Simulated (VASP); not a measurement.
# SiF (Pm-3m) in VASP: a series of runs

SiF is run at these levels: PBE; tasks: single point, relaxation of cell and atoms.

Everything below comes from runs of VASP 6.6.1. Logs are shortened: lines on timing, memory, paths and dates and some standing lists are left out, and cuts for length are marked.

## (1) The cell of the first run

The structure is cubic, space group Pm-3m (No. 221). Conventional cell: a = 3.031 Å, b = 3.031 Å, c = 3.031 Å, α = 90.00°, β = 90.00°, γ = 90.00°. Si (site symmetry m-3m) has 8 F at 2.63 Å and 6 Si at 3.03 Å within 3.5 Å. F (site symmetry m-3m) has 8 Si at 2.63 Å and 6 F at 3.03 Å within 3.5 Å.

## (2) Single point, PBE

INCAR

```
SYSTEM = SiF
PREC     = Accurate       ! precision mode
ENCUT    = 520            ! plane-wave cutoff, eV
EDIFF    = 1E-6           ! SCF threshold, eV
ISMEAR   = 0              ! smearing method
SIGMA    = 0.1            ! smearing width, eV
LREAL    = .FALSE.        ! projectors in reciprocal space
LASPH    = .TRUE.         ! aspherical terms in the spheres
NELM     = 60             ! most SCF steps
ALGO     = Normal         ! electronic algorithm
ISIF     = 2              ! what is computed and relaxed
LWAVE    = .FALSE.        ! write WAVECAR
LCHARG   = .TRUE.         ! write CHGCAR
GGA      = PE             ! functional
LELF     = .TRUE.         ! ELF
LVHAR    = .TRUE.       
NBANDS   = 12             ! bands
```

KPOINTS

```
regular mesh
0
G
  6 6 6
  0 0 0
```

POSCAR

```
SiF
1.0
    3.0314435177      0.0000000000      0.0000000000
    0.0000000000      3.0314435177      0.0000000000
    0.0000000000      0.0000000000      3.0314435177
Si F
1 1
Direct
    0.5000000000      0.5000000000      0.5000000000
    0.0000000000      0.0000000000      0.0000000000
```

Potentials or basis: VASP PAW PBE potentials, release 64 (Si, F).

Run with:

```sh
$ cat potpaw_PBE.64/Si/POTCAR potpaw_PBE.64/F/POTCAR > POTCAR
$ mpirun -np 1 vasp_std > vasp.out
```

OUTCAR:

```text
SYSTEM = SiF
   PREC = Accurate
   ENCUT = 520
   EDIFF = 1E-6
   ISMEAR = 0
   LREAL = .FALSE.
   LASPH = .TRUE.
   NELM = 60
   ISIF = 2
   GGA = PE

 ion  position               nearest neighbor table
   1  0.500  0.500  0.500-
   2  0.000  0.000  0.000-

  LATTYP: Found a simple cubic cell.
 ALAT       =     3.0314435177

  Lattice vectors:

 A1 = (   3.0314435177,   0.0000000000,   0.0000000000)
 A2 = (   0.0000000000,   3.0314435177,   0.0000000000)
 A3 = (   0.0000000000,   0.0000000000,   3.0314435177)

Analysis of symmetry for initial positions (statically):
=====================================================================
 Subroutine PRICEL returns:
 Original cell was already a primitive cell.

 Routine SETGRP: Setting up the symmetry group for a
 simple cubic supercell.

 Subroutine GETGRP returns: Found 48 space group operations
 (whereof 48 operations were pure point group operations)
 out of a pool of 48 trial point group operations.

The static configuration has the point symmetry O_h .

Analysis of symmetry for dynamics (positions and initial velocities):
=====================================================================
 Subroutine PRICEL returns:
 Original cell was already a primitive cell.

 Routine SETGRP: Setting up the symmetry group for a
 simple cubic supercell.

 Subroutine GETGRP returns: Found 48 space group operations
 (whereof 48 operations were pure point group operations)
 out of a pool of 48 trial point group operations.

The dynamic configuration has the point symmetry O_h .

 Subroutine INISYM returns: Found 48 space group operations
 (whereof 48 operations are pure point group operations),
 and found     1 'primitive' translations

----------------------------------------------------------------------------------------

                                     Primitive cell

  volume of cell :      27.8579

  direct lattice vectors                    reciprocal lattice vectors
     3.031443518  0.000000000  0.000000000     0.329875848  0.000000000  0.000000000
     0.000000000  3.031443518  0.000000000     0.000000000  0.329875848  0.000000000
     0.000000000  0.000000000  3.031443518     0.000000000  0.000000000  0.329875848

  length of vectors
     3.031443518  3.031443518  3.031443518     0.329875848  0.329875848  0.329875848

  position of ions in fractional coordinates (direct lattice)
     0.500000000  0.500000000  0.500000000
     0.000000000  0.000000000  0.000000000

  ion indices of the primitive-cell ions
   primitive index   ion index
                 1           1
                 2           2

----------------------------------------------------------------------------------------

 KPOINTS: regular mesh

Automatic generation of k-mesh.
 Grid dimensions read from file:
 generate k-points for:    6    6    6

 Generating k-lattice:

  Cartesian coordinates                     Fractional coordinates (reciprocal lattice)
     0.054979308  0.000000000  0.000000000     0.166666667  0.000000000  0.000000000
     0.000000000  0.054979308  0.000000000     0.000000000  0.166666667  0.000000000
     0.000000000  0.000000000  0.054979308     0.000000000  0.000000000  0.166666667

  Length of vectors
     0.054979308  0.054979308  0.054979308

  Shift w.r.t. Gamma in fractional coordinates (k-lattice)
     0.000000000  0.000000000  0.000000000

 Subroutine IBZKPT returns following result:
 ===========================================

 Found     20 irreducible k-points:

 Following reciprocal coordinates:
            Coordinates               Weight
  0.000000  0.000000  0.000000      1.000000
  0.166667  0.000000  0.000000      6.000000
  0.333333  0.000000  0.000000      6.000000
  0.500000  0.000000  0.000000      3.000000
  0.166667  0.166667  0.000000     12.000000
  0.333333  0.166667  0.000000     24.000000
[... 12 lines left out ...]
  0.500000  0.500000  0.333333      6.000000
  0.500000  0.500000  0.500000      1.000000
   k-points           NKPTS =     20   k-points in BZ     NKDIM =     20   number of bands    NBANDS=     12
   number of dos      NEDOS =    301   number of ions     NIONS =      2
   total plane-waves  NPLWV =  13824
   dimension x,y,z NGX =    24 NGY =   24 NGZ =   24
   dimension x,y,z NGXF=    48 NGYF=   48 NGZF=   48
   ions per type =               1   1
   NGX,Y,Z   is equivalent  to a cutoff of  13.16, 13.16, 13.16 a.u.
   NGXF,Y,Z  is equivalent  to a cutoff of  26.32, 26.32, 26.32 a.u.
 SYSTEM =  SiF
   PREC   = accura    normal or accurate (medium, high low for compatibility)
   ISTART =      0    job   : 0-new  1-cont  2-samecut
   ICHARG =      2    charge: 1-file 2-atom 10-const
   ISPIN  =      1    spin polarized calculation?
   LNONCOLLINEAR =      F non collinear calculations
   LSORBIT =      F    spin-orbit coupling
   LASPH  =      T    aspherical Exc in radial PAW
   ENCUT  =  520.0 eV  38.22 Ry    6.18 a.u.   5.64  5.64  5.64*2*pi/ulx,y,z
   NELM   =     60;   NELMIN=  2; NELMDL= -5     # of ELM steps
   EDIFF  = 0.1E-05   stopping-criterion for ELM
   LREAL  =      F    real-space projection
   EDIFFG = 0.1E-04   stopping-criterion for IOM
   NSW    =      0    number of steps for IOM
   IBRION =     -1    ionic relax: 0-MD 1-quasi-New 2-CG
   NFREE  =      0    steps in history (QN), initial steepest desc. (CG)
   ISIF   =      2    stress and relaxation
   ISYM   =      2    0-nonsym 1-usesym 2-fastsym
   POTIM  = 0.5000    time-step for ionic-motion
   TEBEG  =    0.0;   TEEND  =   0.0 temperature during run
   PSTRESS=    0.0 pullay stress
   NELECT =      11.0000    total number of electrons
   NUPDOWN=      -1.0000    fix difference up-down
   EMIN   =  10.00;   EMAX   =-10.00  energy-range for DOS
   EFERMI =   0.00;   METHOD = LEGACY
   ISMEAR =     0;   SIGMA  =   0.10  broadening in eV -4-tet -1-fermi 0-gaus
   EFERMI_NEDOS =   21; number of points for ismear=-14 and -15
   IALGO  =     38    algorithm
   IMIX   =      4    mixing-type and parameters
     AMIX     =   0.40;   BMIX     =  1.00
     AMIX_MAG =   1.60;   BMIX_MAG =  1.00
  volume/ion in A,a.u.               =      13.93        94.00
  Fermi-wavevector in a.u.,A,eV,Ry     =   1.201037  2.269630 19.626253  1.442489
  Thomas-Fermi vector in A             =   2.336856
   LORBIT       =      0    0 simple, 1 ext, 2 COOP (PROOUT), +10 PAW based schemes
   GGA     = PE    functional components
   LHFCALC =     F    Hartree Fock is set to
   AEXX    =    0.0000 exact exchange contribution
   IVDW    =     0    specifies the selected vdW correction
   LEPSILON=     F    determine dielectric tensor
   LRPA    =     F    only Hartree local field effects (RPA)
 non-spin polarized calculation
 Gauss-broadening in eV      SIGMA  =   0.10
  energy-cutoff  :      520.00
  volume of cell :       27.86
 maximum number of plane-waves:       768
 NGX is ok and might be reduce to    24
   NGX = 11   NGY = 11   NGZ = 11

 number of electron      11.0000014 magnetization

 Free energy of the ion-electron system (eV)
  ---------------------------------------------------
  ext. energy  EPLUGINS =         0.00000000
  ---------------------------------------------------
  free energy    TOTEN  =        -7.73683027 eV

  energy without entropy =       -7.72576257  energy(sigma->0) =       -7.73129642

 E-fermi :   5.7553     XC(G=0): -10.2916

 val. band max:        5.6439910793   @ k =   0.5000   0.3333   0.3333
 cond. band min:       5.7664241662   @ k =   0.5000   0.3333   0.0000
 fundamental gap:      0.1224330868
 Fermi energy:         5.7552899396

 k-point     1 :       0.0000    0.0000    0.0000
  band No.  band energies     occupation
      1     -18.3540      2.00000
      2      -3.2004      2.00000
      3       0.5483      2.00000
      4       0.5483      2.00000
      5       0.5483      2.00000
      6      10.8975      0.00000
      7      10.8975      0.00000
      8      10.8975      0.00000
      9      11.5978      0.00000
     10      11.5978      0.00000
     11      21.7407      0.00000
     12      22.6899      0.00000

 k-point     2 :       0.1667    0.0000    0.0000
  band No.  band energies     occupation
      1     -18.2978      2.00000
      2      -3.3773      2.00000
      3       0.6270      2.00000
      4       0.6270      2.00000
      5       0.7517      2.00000
      6       8.1222      0.00000
      7      10.8751      0.00000
      8      10.8751      0.00000
      9      11.9506      0.00000
     10      14.5771      0.00000
     11      21.3716      0.00000
     12      21.3716      0.00000

 k-point     3 :       0.3333    0.0000    0.0000
  band No.  band energies     occupation
      1     -18.1814      2.00000
      2      -3.7806      2.00000
      3       0.7910      2.00000
      4       0.7910      2.00000
      5       1.5747      2.00000
      6       5.3863      2.00000
      7      10.8137      0.00000
      8      10.8137      0.00000
      9      12.8697      0.00000
     10      17.6886      0.00000
     11      19.6908      0.00000
     12      19.6908      0.00000

 k-point     4 :       0.5000    0.0000    0.0000
  band No.  band energies     occupation
      1     -18.1220      2.00000
      2      -3.9972      2.00000
      3       0.8766      2.00000
      4       0.8766      2.00000
      5       3.1084      2.00000
      6       3.1968      2.00000
      7      10.7733      0.00000
      8      10.7733      0.00000
      9      13.5490      0.00000
     10      19.0625      0.00000
     11      19.0625      0.00000
     12      19.0909      0.00000

 k-point     5 :       0.1667    0.1667    0.0000
  band No.  band energies     occupation
      1     -18.2448      2.00000
      2      -3.3727      2.00000
      3       0.0201      2.00000
      4       0.6992      2.00000
      5       1.4450      2.00000
      6       8.2111      0.00000
      7       8.3192      0.00000
      8      10.9240      0.00000
      9      13.6783      0.00000
     10      16.1271      0.00000
     11      19.2350      0.00000
     12      20.7813      0.00000
[... 168 lines left out ...]
      1     -17.9259      2.00000
      2      -1.7966      2.00000
      3      -0.2873      2.00000
      4      -0.2873      2.00000
      5       2.0636      2.00000
      6       6.0473      0.00004
      7       6.0473      0.00004
      8       7.9242      0.00000
      9      15.1387      0.00000
     10      15.6574      0.00000
     11      15.6574      0.00000
     12      23.2805      0.00000

 k-point    18 :       0.5000    0.3333    0.3333
  band No.  band energies     occupation
      1     -17.8855      2.00000
      2      -1.3369      2.00000
      3      -0.5161      2.00000
      4      -0.0118      2.00000
      5       1.8122      2.00000
      6       5.5894      1.98102
      7       5.6440      1.88451
      8       7.8156      0.00000
      9      14.3353      0.00000
     10      15.1431      0.00000
     11      15.8830      0.00000
     12      23.6593      0.00000

 k-point    19 :       0.5000    0.5000    0.3333
  band No.  band energies     occupation
      1     -17.8478      2.00000
      2      -0.6252      2.00000
      3      -0.6252      2.00000
      4       0.0184      2.00000
      5       1.5947      2.00000
      6       5.3763      2.00000
      7       5.3763      2.00000
      8       6.8189      0.00000
      9      14.1123      0.00000
     10      15.3092      0.00000
     11      15.3092      0.00000
     12      24.7630      0.00000

 k-point    20 :       0.5000    0.5000    0.5000
  band No.  band energies     occupation
      1     -17.8120      2.00000
      2      -0.2888      2.00000
      3      -0.2888      2.00000
      4      -0.2888      2.00000
      5       2.8508      2.00000
      6       4.8489      2.00000
      7       4.8489      2.00000
      8       4.8489      2.00000
      9      14.8750      0.00000
     10      14.8750      0.00000
     11      14.8750      0.00000
     12      26.7380      0.00000

------------------------ aborting loop because EDIFF is reached ----------------------------------------

  FORCE on cell =-STRESS in cart. coord.  units (eV):
  Direction    XX          YY          ZZ          XY          YZ          ZX
  --------------------------------------------------------------------------------------
  -------------------------------------------------------------------------------------
  Total       -0.0409350     -0.0409350     -0.0409350      0.0000000      0.0000000      0.0000000
  in kB       -2.3542751     -2.3542751     -2.3542751      0.0000000      0.0000000      0.0000000
  external PRESSURE =      -2.3542751 kB  Pullay stress =       0.0000000 kB

 VOLUME and BASIS-vectors are now :
 -----------------------------------------------------------------------------
  energy-cutoff  :      520.00
  volume of cell :       27.86
      direct lattice vectors                 reciprocal lattice vectors
     3.031443518  0.000000000  0.000000000     0.329875848  0.000000000  0.000000000
     0.000000000  3.031443518  0.000000000     0.000000000  0.329875848  0.000000000
     0.000000000  0.000000000  3.031443518     0.000000000  0.000000000  0.329875848

 POSITION                                       TOTAL-FORCE (eV/Angst)
 -----------------------------------------------------------------------------------
      1.51572      1.51572      1.51572         0.000000      0.000000      0.000000
      0.00000      0.00000      0.00000         0.000000      0.000000      0.000000
 -----------------------------------------------------------------------------------
    total drift:                               -0.000000      0.000000      0.000000

  FREE ENERGIE OF THE ION-ELECTRON SYSTEM (eV)
  ---------------------------------------------------
  free  energy   TOTEN  =        -7.7368302696 eV

  energy  without entropy=       -7.7257625749  energy(sigma->0) =       -7.73129642
```

Run time: 3.1 s. Hardware: 1 thread of Intel Xeon Platinum 8375C at 2.90GHz (Ice Lake), shared host; peak memory 0.13 GiB.

Results:

```
Free energy : -7.7368 eV
Pressure    : -0.2 GPa
```

Levels at points of the mesh, in eV from the Fermi level:
```tsv
k point	band 2	band 3	band 4	band 5	band 6	band 7	band 8	band 9
(0.00, 0.00, 0.00)	-8.96	-5.21	-5.21	-5.21	5.14	5.14	5.14	5.84
(0.50, 0.00, 0.00)	-9.75	-4.88	-4.88	-2.65	-2.56	5.02	5.02	7.79
(0.50, 0.50, 0.00)	-7.14	-7.14	-5.74	-4.67	0.91	0.91	6.21	6.55
(0.50, 0.50, 0.50)	-6.04	-6.04	-6.04	-2.90	-0.91	-0.91	-0.91	9.12
```

Caveat: an odd number of electrons without spin polarisation forces a metal; a magnetic or distorted state may lie lower.

## (3) Relaxation of cell and atoms, PBE

This run uses another cell than the first one, of 16.18 Å³/atom, 1.162 times its volume.

INCAR

```
ALGO = Normal
EDIFF = 1E-7
EDIFFG = -0.04
ENCUT = 600
GGA = PE
IBRION = 2
ISIF = 3
ISMEAR = 0
LASPH = True
LCHARG = False
LREAL = False
LWAVE = False
NELM = 100
NSW = 90
PREC = Accurate
SIGMA = 0.1
```

KPOINTS

```
k-points
0
Gamma
  6 6 6
```

POSCAR

```
SiF
1.0
    3.1866176400      0.0000000000      0.0000000000
    0.0000000000      3.1866176400      0.0000000000
    0.0000000000      0.0000000000      3.1866176400
Si F
1 1
Direct
    0.5000000000      0.5000000000      0.5000000000
    0.0000000000      0.0000000000      0.0000000000
```

Potentials or basis: VASP PAW PBE potentials, release 64 (Si, F).

Run with:

```sh
$ cat potpaw_PBE.64/Si/POTCAR potpaw_PBE.64/F/POTCAR > POTCAR
$ mpirun -np 1 vasp_std > vasp.out
```

It took 13 s on 1 thread of Intel Xeon Platinum 8375C at 2.90GHz (Ice Lake), shared host; peak memory 0.15 GiB.

The run converged. Its results:

```
Free energy                            : -7.7471 eV
Relaxed volume                         : 13.89 Å³/atom
Relaxed cell                           : a = 3.029 Å, b = 3.029 Å, c = 3.029 Å, α = 90.00°, β = 90.00°, γ = 90.00°
Space group after relaxing (to 0.05 Å) : Pm-3m (No. 221)
Energy gained by relaxing              : 66.1 meV/atom
Ionic steps                            : 3
Pressure after relaxing                : -0.1 GPa
```

The path:
| step | energy change (eV) | largest force (eV/Å) | pressure (GPa) | volume (Å³) |
| --- | --- | --- | --- | --- |
| 1 | 0.0000 | 0.0000 | -7.90 | 32.36 |
| 2 | -0.1239 | 0.0000 | -2.49 | 28.77 |
| 3 | -0.1323 | 0.0000 | -0.15 | 27.78 |

Final structure:
```xyz
2
Lattice="3.0286 0.0000 0.0000 0.0000 3.0286 0.0000 0.0000 0.0000 3.0286" Properties=species:S:1:pos:R:3 pbc="T T T"
Si    1.5143    1.5143    1.5143
F     0.0000    0.0000    0.0000
```

Levels at points of the mesh, in eV from the Fermi level:
```tsv
k point	band 2	band 3	band 4	band 5	band 6	band 7	band 8	band 9
(0.00, 0.00, 0.00)	-8.96	-5.22	-5.22	-5.22	5.16	5.16	5.16	5.84
(0.50, 0.00, 0.00)	-9.77	-4.90	-4.90	-2.65	-2.56	5.03	5.03	7.80
(0.50, 0.50, 0.00)	-7.17	-7.17	-5.74	-4.69	0.91	0.91	6.21	6.57
(0.50, 0.50, 0.50)	-6.07	-6.07	-6.07	-2.89	-0.91	-0.91	-0.91	9.13
```

Caveat: an odd number of electrons without spin polarisation forces a metal; a magnetic or distorted state may lie lower.
